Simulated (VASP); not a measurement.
Input of a VASP 6.6.1 run:

INCAR

```
SYSTEM = Se
  ALGO = Normal
  EDIFF = 1E-6
  ENCUT = 520
  GGA = PE
  ISIF = 2
  ISMEAR = -1
  LASPH = .True.
  LCHARG = .False.
  LREAL = .False.
  LWAVE = .False.
  NBANDS = 9
  NELM = 100
  PREC = Accurate
  SIGMA = 0.1
```

KPOINTS

```
k-points
0
Gamma
  17 17 17
  0 0 0
```

Contents of POSCAR:

```
Se
1.0
   -1.5900420080      1.5900420080      1.5900420080
    1.5900420080     -1.5900420080      1.5900420080
    1.5900420080      1.5900420080     -1.5900420080
Se
1
Direct
    0.0000000000      0.0000000000      0.0000000000
```

Potentials or basis: VASP PAW PBE potentials, release 64 (Se).

Command:

```sh
$ cat potpaw_PBE.64/Se/POTCAR > POTCAR
$ mpirun -np 1 vasp_std > vasp.out
```

(1) Predict the band gap on the k mesh.

(2) Estimate the pressure.

Results:

(1) zero (band 3 reaches 13.07 eV, above the bottom of band 4 at 3.96 eV).

(2) 29.2 GPa.
